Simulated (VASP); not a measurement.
Runs of VASP 6.6.1 on LuPdO2. The structure is that of space group P6/mmm (No. 191), or close to it. The cells are those of the table. 

| task | spin | cell | k mesh | cutoff (eV) | gap on the mesh (eV) | pressure (GPa) | moment (μB) |
| --- | --- | --- | --- | --- | --- | --- | --- |
| single point | off | a = 3.760, b = 3.760, c = 5.405 Å, angles 90.0, 90.0, 120.0°, 4 atoms | 6 × 6 × 4 | 520 | none | 0.3 | - |
| single point | collinear, ferromagnetic start | a = 3.342, b = 3.342, c = 5.940 Å, angles 90.0, 90.0, 120.0°, 4 atoms | 6 × 6 × 4 | 520 | none | 44.0 | 0.00 |
| single point | off | a = 3.753, b = 3.753, c = 5.480 Å, angles 90.0, 90.0, 120.0°, 4 atoms | 12 × 12 × 10 | 520 | none | 0.0 | - |
| single point | collinear, ferromagnetic start | a = 3.760, b = 3.760, c = 5.405 Å, angles 90.0, 90.0, 120.0°, 4 atoms | 6 × 6 × 4 | 520 | none | 0.3 | 0.00 |
| relaxation of cell and atoms | off | relaxed from a = 3.342, b = 3.342, c = 5.940 Å, angles 90.0, 90.0, 120.0°, 4 atoms | 6 × 6 × 4 | 600 | none | 0.1 | - |
| single point | off | a = 3.342, b = 3.342, c = 5.940 Å, angles 90.0, 90.0, 120.0°, 4 atoms | 6 × 6 × 4 | 520 | none | (a) | - |

Alike in all rows: level PBE; potentials or basis VASP PAW PBE potentials, release 64 (Lu, Pd, O); smearing gaussian 0.1 eV.

Question: Fill in the values left out.

Answer: (a) 44.1.

Caveats: some runs use coarse meshes; spin-orbit coupling is left out, which moves the levels of the heavy elements; an odd number of electrons without spin polarisation forces a metal (some runs); a magnetic or distorted state may lie lower (some runs).

A k mesh can miss the band edges, and the runs leave out spin-orbit coupling on Lu, Pd.

A gap of «none» marks levels without a gap at the run's occupations.
